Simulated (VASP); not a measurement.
# BN (Cmcm) in VASP: notebook

Runs on BN. Level: LDA. Tasks: relaxation of the atoms.

Everything below comes from runs of VASP 6.6.1. Logs are shortened: lines on timing, memory, paths and dates and some standing lists are left out, and cuts for length are marked.

## Step 1: The cell of the first run

Symmetry: Cmcm, No. 63, orthorhombic system. The conventional cell has a = 2.580 Å, b = 4.310 Å, c = 6.257 Å, α = 90.00°, β = 90.00°, γ = 90.00°. B (site symmetry m2m) has 3 N at 1.44 to 1.48 Å within 1.9 Å. N (site symmetry m2m) has 3 B at 1.44 to 1.48 Å within 1.9 Å.

## Step 2: Relaxation of the atoms, LDA (normal strain along x +0.0367, normal strain along z -0.0367)

Input file INCAR:

```
ALGO     = Normal         # electronic algorithm
EDIFF    = 1E-6           # SCF threshold, eV
EDIFFG   = -0.01          # ionic threshold
ENCUT    = 520            # plane-wave cutoff, eV
GGA      = CA             # functional
IBRION   = 2              # ionic algorithm
ISIF     = 2              # what is computed and relaxed
ISMEAR   = 0              # smearing method
LASPH    = T              # aspherical terms in the spheres
LCHARG   = F              # write CHGCAR
LREAL    = F              # projectors in reciprocal space
LWAVE    = F              # write WAVECAR
NELM     = 80             # most SCF steps
NSW      = 50             # ionic steps
PREC     = Accurate       # precision mode
SIGMA    = 0.05           # smearing width, eV
```

Input file KPOINTS:

```
k-points
0
Gamma
  12 12 4
```

Input file POSCAR:

```
BN
1.0
    2.5796742231      0.0000000000      0.0000000000
   -1.2898371116      2.1549757989      0.0000000000
    0.0000000000      0.0000000000      6.2568950294
B N
2 2
Direct
    0.3333333333      0.6666666667      0.2500000000
    0.6666666667      0.3333333333      0.7500000000
    0.3333333333      0.6666666667      0.7500000000
    0.6666666667      0.3333333333      0.2500000000
```

Potentials or basis: VASP PAW LDA potentials, release 64 (B, N).

Command:

```sh
> cat potpaw_LDA.64/B/POTCAR potpaw_LDA.64/N/POTCAR > POTCAR
> mpirun -np 1 vasp_std > vasp.out
```

OUTCAR:

```text
EDIFF = 1E-6
   EDIFFG = -0.01
   ENCUT = 520
   GGA = CA
   IBRION = 2
   ISIF = 2
   ISMEAR = 0
   LASPH = T
   LREAL = F
   NELM = 80
   NSW = 50
   PREC = Accurate

 ion  position               nearest neighbor table
   1  0.333  0.667  0.250-   4 1.44   4 1.48   4 1.48
   2  0.667  0.333  0.750-   3 1.44   3 1.48   3 1.48
   3  0.333  0.667  0.750-   2 1.44   2 1.48   2 1.48
   4  0.667  0.333  0.250-   1 1.44   1 1.48   1 1.48

  Warning from LATTYP: Monoclinic adjustment (A1->A3, A2->A1, A3->A2)!
  LATTYP: Found a base centered orthorhombic cell.
 ALAT       =     2.5796742231
 B/A-ratio  =     1.6707348390
 C/A-ratio  =     2.4254593752

  Lattice vectors:

 A1 = (   1.2898371116,  -2.1549757989,   0.0000000000)
 A2 = (   1.2898371115,   2.1549757989,   0.0000000000)
 A3 = (   0.0000000000,   0.0000000000,   6.2568950294)

Analysis of symmetry for initial positions (statically):
=====================================================================
 Subroutine PRICEL returns:
 Original cell was already a primitive cell.

 Routine SETGRP: Setting up the symmetry group for a
 base centered orthorhombic supercell.

 Subroutine GETGRP returns: Found  8 space group operations
 (whereof  4 operations were pure point group operations)
 out of a pool of  8 trial point group operations.

The static configuration has the point symmetry C_2h.
 The point group associated with its full space group is D_2h.

Analysis of symmetry for dynamics (positions and initial velocities):
=====================================================================
 Subroutine PRICEL returns:
 Original cell was already a primitive cell.

 Routine SETGRP: Setting up the symmetry group for a
 base centered orthorhombic supercell.

 Subroutine GETGRP returns: Found  8 space group operations
 (whereof  4 operations were pure point group operations)
 out of a pool of  8 trial point group operations.

The dynamic configuration has the point symmetry C_2h.
 The point group associated with its full space group is D_2h.

 Subroutine INISYM returns: Found  8 space group operations
 (whereof  4 operations are pure point group operations),
 and found     1 'primitive' translations

----------------------------------------------------------------------------------------

                                     Primitive cell

  volume of cell :      34.7829

  direct lattice vectors                    reciprocal lattice vectors
     2.579674223  0.000000000  0.000000000     0.387645847  0.232021167  0.000000000
    -1.289837112  2.154975799  0.000000000     0.000000000  0.464042334  0.000000000
[... 107 lines left out ...]
   IMIX   =      4    mixing-type and parameters
     AMIX     =   0.40;   BMIX     =  1.00
     AMIX_MAG =   1.60;   BMIX_MAG =  1.00
  volume/ion in A,a.u.               =       8.70        58.68
  Fermi-wavevector in a.u.,A,eV,Ry     =   1.263745  2.388132 21.729204  1.597051
  Thomas-Fermi vector in A             =   2.397086
   LORBIT       =      0    0 simple, 1 ext, 2 COOP (PROOUT), +10 PAW based schemes
   GGA     = CA    functional components
   LHFCALC =     F    Hartree Fock is set to
   AEXX    =    0.0000 exact exchange contribution
   IVDW    =     0    specifies the selected vdW correction
   LEPSILON=     F    determine dielectric tensor
   LRPA    =     F    only Hartree local field effects (RPA)
 conjugate gradient relaxation of ions
 non-spin polarized calculation
 Gauss-broadening in eV      SIGMA  =   0.05
  energy-cutoff  :      520.00
  volume of cell :       34.78
 maximum number of plane-waves:       952
   NGX =  9   NGY =  9   NGZ = 23

--------------------------------------- Ionic step        1  -------------------------------------------

 number of electron      16.0000000 magnetization

 Free energy of the ion-electron system (eV)
  ---------------------------------------------------
  ext. energy  EPLUGINS =         0.00000000
  ---------------------------------------------------
  free energy    TOTEN  =       -38.45561378 eV

  energy without entropy =      -38.45561378  energy(sigma->0) =      -38.45561378

------------------------ aborting loop because EDIFF is reached ----------------------------------------

  FORCE on cell =-STRESS in cart. coord.  units (eV):
  Direction    XX          YY          ZZ          XY          YZ          ZX
  --------------------------------------------------------------------------------------
  -------------------------------------------------------------------------------------
  Total       -6.8187960     -1.0466709      0.2097102      0.0000000      0.0000000      0.0000000
  in kB     -314.0885825    -48.2119398      9.6597097      0.0000000      0.0000000      0.0000000
  external PRESSURE =    -117.5469375 kB  Pullay stress =       0.0000000 kB
[... 63 lines left out ...]
--------------------------------------- Ionic step        3  -------------------------------------------

 number of electron      16.0000000 magnetization

 Free energy of the ion-electron system (eV)
  ---------------------------------------------------
  ext. energy  EPLUGINS =         0.00000000
  ---------------------------------------------------
  free energy    TOTEN  =       -38.45942450 eV

  energy without entropy =      -38.45942450  energy(sigma->0) =      -38.45942450

 E-fermi :   2.8390     XC(G=0): -10.8125

 val. band max:        2.6026526277   @ k =   0.2500   0.3333   0.0000
 cond. band min:       6.3520573537   @ k =   0.5000  -0.0000   0.0000
 fundamental gap:      3.7494047260
 Fermi energy:         2.8390169135

 k-point     1 :       0.0000    0.0000    0.0000
  band No.  band energies     occupation
      1     -14.9710      2.00000
      2     -14.4818      2.00000
      3      -3.9521      2.00000
      4      -1.0203      2.00000
      5       0.9414      2.00000
      6       1.0157      2.00000
      7       1.2892      2.00000
      8       1.3597      2.00000
      9       7.8829      0.00000
     10      13.0768      0.00000
     11      13.3708      0.00000
     12      13.4276      0.00000
[... 331 lines left out ...]
 k-point    24 :       0.4167    0.1667    0.0000
  band No.  band energies     occupation
      1     -11.5950      2.00000
      2     -11.4808      2.00000
      3      -5.9961      2.00000
      4      -5.8536      2.00000
      5      -2.7922      2.00000
      6      -2.6522      2.00000
      7       1.1821      2.00000
      8       2.4019      2.00000
      9       6.6717      0.00000
     10       8.0359      0.00000
     11      13.5670      0.00000
     12      14.3701      0.00000

 [... further k-points ...]
[... 5 lines left out ...]
  --------------------------------------------------------------------------------------
  -------------------------------------------------------------------------------------
  Total       -6.6590291     -1.3343836      0.2074207      0.0000000     -0.0000000      0.0000000
  in kB     -306.7293706    -61.4646134      9.5542471      0.0000000     -0.0000000      0.0000000
  external PRESSURE =    -119.5465790 kB  Pullay stress =       0.0000000 kB
[... 19 lines left out ...]
  FREE ENERGIE OF THE ION-ELECTRON SYSTEM (eV)
  ---------------------------------------------------
  free  energy   TOTEN  =       -38.4594244971 eV

  energy  without entropy=      -38.4594244971  energy(sigma->0) =      -38.45942450

 reached required accuracy - stopping structural energy minimisation
```

CONTCAR:

```text
BN
   1.00000000000000
     2.5796742231000001    0.0000000000000000    0.0000000000000000
    -1.2898371116000000    2.1549757988999998    0.0000000000000000
     0.0000000000000000    0.0000000000000000    6.2568950293999999
  B               N
     2     2
Direct
     0.3322028543764259    0.6644057088528607    0.2500000000000000
     0.6677971456235742    0.3355942911471393    0.7500000000000000
     0.3321654309181691    0.6643308619363472    0.7500000000000000
     0.6678345690818309    0.3356691380636528    0.2500000000000000

  0.00000000E+00  0.00000000E+00  0.00000000E+00
  0.00000000E+00  0.00000000E+00  0.00000000E+00
  0.00000000E+00  0.00000000E+00  0.00000000E+00
  0.00000000E+00  0.00000000E+00  0.00000000E+00
```

Run time: 3.1 min. Hardware: 1 thread of Oxide Virtual Turin-like, shared host; peak memory 0.13 GiB.

Results:

- Free energy: -38.4594 eV
- Energy gained by relaxing: 1.0 meV/atom
- Ionic steps: 3
- Pressure after relaxing: -12.0 GPa
- Largest force after relaxing: 0.006 eV/Å
- Band gap on the k mesh: 3.75 eV (least direct gap 4.18 eV)

Forces in eV/Å, atoms in the order of the input:
```
B    0.000  0.005  0.000
B    0.000 -0.005  0.000
N    0.000 -0.006  0.000
N    0.000  0.006  0.000
```

The path:
```csv
step,energy change (eV),largest force (eV/Å),pressure (GPa)
1,0.0000,0.3936,-11.75
2,0.0243,1.0124,-12.12
3,-0.0038,0.0057,-11.95
```

Final structure:
```
B N
1.0
     2.57967    0.00000    0.00000
    -1.28984    2.15498    0.00000
     0.00000    0.00000    6.25690
B N
2 2
Cartesian
  0.0000 1.4318 1.5642
  1.2898 0.7232 4.6927
  0.0000 1.4316 4.6927
  1.2898 0.7234 1.5642
```

Levels at points of the mesh, in eV from the valence-band top:
```csv
k point,band 5,band 6,band 7,band 8,band 9,band 10,band 11,band 12
"(0.00, 0.00, 0.00)",-1.66,-1.59,-1.31,-1.24,5.28,10.47,10.77,10.82
"(0.50, 0.00, 0.00)",-4.02,-3.90,-1.88,-0.43,3.75,5.63,9.39,9.77
"(0.00, 0.50, 0.00)",-4.62,-4.49,-1.58,-0.22,4.05,5.69,8.58,8.63
"(0.00, 0.00, 0.50)",-1.62,-1.62,-1.28,-1.28,7.94,7.94,11.16,11.16
"(0.50, 0.00, 0.50)",-3.96,-3.96,-1.10,-1.10,4.31,4.31,9.84,9.84
"(0.00, 0.50, 0.50)",-4.55,-4.55,-0.84,-0.84,4.51,4.51,8.77,8.77
```

Caveat: the cell differs from its parent crystal (normal strain along x +0.0367, normal strain along z -0.0367). A k mesh can miss the band edges.

## Step 3: Relaxation of the atoms, LDA (normal strain along x -0.0367, normal strain along z +0.0367)

Input file INCAR:

```
PREC     = Accurate       # precision mode
ENCUT    = 520            # plane-wave cutoff, eV
EDIFF    = 1E-7           # SCF threshold, eV
ISMEAR   = 0              # smearing method
SIGMA    = 0.05           # smearing width, eV
LREAL    = F              # projectors in reciprocal space
LASPH    = T              # aspherical terms in the spheres
NELM     = 60             # most SCF steps
ALGO     = Normal         # electronic algorithm
ISIF     = 2              # what is computed and relaxed
LWAVE    = F              # write WAVECAR
LCHARG   = F              # write CHGCAR
GGA      = CA             # functional
IBRION   = 2              # ionic algorithm
NSW      = 50             # ionic steps
EDIFFG   = -0.01          # ionic threshold
```

Input file KPOINTS:

```
regular mesh
0
Gamma
  12 12 4
```

Input file POSCAR:

```
BN
1.0
    2.3970292072      0.0000000000      0.0000000000
   -1.1985146036      2.1549757989      0.0000000000
    0.0000000000      0.0000000000      6.7336479570
B N
2 2
Direct
    0.3333333333      0.6666666667      0.2500000000
    0.6666666667      0.3333333333      0.7500000000
    0.3333333333      0.6666666667      0.7500000000
    0.6666666667      0.3333333333      0.2500000000
```

Potentials or basis: VASP PAW LDA potentials, release 64 (B, N).

Command:

```sh
> cat potpaw_LDA.64/B/POTCAR potpaw_LDA.64/N/POTCAR > POTCAR
> mpirun -np 1 vasp_std > vasp.out
```

Wall time 3.7 min (1 thread of Oxide Virtual Turin-like, shared host); peak memory 0.13 GiB.

The run converged. Its results:

| Quantity | Value |
| --- | --- |
| Free energy | -38.4240 eV |
| Energy gained by relaxing | 2.2 meV/atom |
| Ionic steps | 3 |
| Pressure after relaxing | 15.2 GPa |
| Band gap on the k mesh | 3.95 eV (least direct gap 4.68 eV) |

Forces in eV/Å, atoms in the order of the input:
```
B    0.000 -0.003  0.000
B    0.000  0.003  0.000
N    0.000  0.002  0.000
N    0.000 -0.002  0.000
```

Stress tensor (GPa, compression positive):
```
36.82  0.00  0.00
 0.00  9.80  0.00
 0.00  0.00 -0.97
```

The path:
```tsv
step	energy change (eV)	largest force (eV/Å)	pressure (GPa)
1	0.0000	0.6445	15.51
2	0.1115	2.5328	15.54
3	-0.0087	0.0027	15.22
```

Final structure:
```
B N
1.0
     2.39703    0.00000    0.00000
    -1.19851    2.15498    0.00000
     0.00000    0.00000    6.73365
B N
2 2
Direct
  0.33488 0.66977 0.25000
  0.66512 0.33023 0.75000
  0.33490 0.66979 0.75000
  0.66510 0.33021 0.25000
```

Levels at points of the mesh, in eV from the valence-band top:
```csv
k point,band 5,band 6,band 7,band 8,band 9,band 10,band 11,band 12
"(0.00, 0.00, 0.00)",-1.54,-1.51,-0.97,-0.94,4.77,10.01,11.61,11.87
"(0.50, 0.00, 0.00)",-4.51,-4.46,-1.40,-0.47,4.32,5.66,9.85,10.35
"(0.00, 0.50, 0.00)",-3.78,-3.73,-1.71,-0.73,3.95,5.46,10.47,11.62
"(0.00, 0.00, 0.50)",-1.53,-1.53,-0.96,-0.96,7.17,7.17,11.78,11.78
"(0.50, 0.00, 0.50)",-4.48,-4.48,-0.92,-0.92,4.79,4.79,10.28,10.28
"(0.00, 0.50, 0.50)",-3.76,-3.76,-1.21,-1.21,4.48,4.48,11.37,11.37
```

Caveat: the cell differs from its parent crystal (normal strain along x -0.0367, normal strain along z +0.0367).
